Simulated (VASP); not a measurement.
Input of a VASP 6.6.1 run:

The input INCAR:

```
SYSTEM = AlN
ALGO     = Normal         ! electronic algorithm
EDIFF    = 1E-7           ! SCF threshold, eV
ENCUT    = 520            ! plane-wave cutoff, eV
GGA      = PE             ! functional
ISIF     = 2              ! what is computed and relaxed
ISMEAR   = -1             ! smearing method
LASPH    = .True.         ! aspherical terms in the spheres
LCHARG   = .False.        ! write CHGCAR
LREAL    = .False.        ! projectors in reciprocal space
LWAVE    = .False.        ! write WAVECAR
NBANDS   = 11             ! bands
NELM     = 100            ! most SCF steps
PREC     = Accurate       ! precision mode
SIGMA    = 0.02           ! smearing width, eV
```

KPOINTS

```
k-points
0
Gamma
  10 10 10
  0 0 0
```

File POSCAR:

```
AlN
1.0
    0.0000000000      2.0188684697      2.0188684697
    2.0188684697      0.0000000000      2.0188684697
    2.0188684697      2.0188684697      0.0000000000
Al N
1 1
Direct
    0.0000000000      0.0000000000      0.0000000000
    0.5000000000      0.5000000000      0.5000000000
```

Potentials or basis: VASP PAW PBE potentials, release 64 (Al, N).

The run is started by

```console
$ cat potpaw_PBE.64/Al/POTCAR potpaw_PBE.64/N/POTCAR > POTCAR
$ mpirun -np 1 vasp_std > vasp.out
```

Problem. Predict the band gap on the k mesh.

Solution. 4.65 eV, indirect (least direct gap 5.74 eV).

Problem. What does it give for the pressure?

Solution. 6.1 GPa.

A k mesh can miss the band edges. A hybrid or GW would open this gap; PBE tends to underestimate it.
